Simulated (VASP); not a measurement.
Ca, 2 atoms in the cell. It takes space group Fd-3m (No. 227, cubic). Conventional cell: a = 8.417 Å, b = 8.417 Å, c = 8.417 Å, α = 90.00°, β = 90.00°, γ = 90.00°. Within 4.8 Å of Ca (site symmetry -43m) lie 4 Ca at 3.64 Å. This isn't the form of Ca at room conditions, which is fcc.

```yaml
Program: VASP 6.6.1
Task: single point
Functional: PBEsol
Potentials_or_basis: VASP PAW PBE potentials, release 64 (Ca_sv)
Cutoff: 520 eV
k_mesh: 8 × 8 × 8
Occupations: fermi-dirac, width 0.136057 eV
Spin: no spin polarisation
Dipole_correction: no
Further_INCAR_settings: ALGO = Normal; EDIFF = 1e-06; NBANDS = 17
```

Potentials or basis: VASP PAW PBE potentials, release 64 (Ca_sv).

Launch:

```bash
$ cat potpaw_PBE.64/Ca_sv/POTCAR > POTCAR
$ mpirun -np 1 vasp_std > vasp.out
```

Hardware: 1 thread of Intel Xeon 8259CL (shared host).

How long does it take, and how much memory?

It took 110 s on 1 thread of Intel Xeon 8259CL, with other jobs on the host, peak memory 0.33 GiB. Counts: scf iterations 12, k points 29.
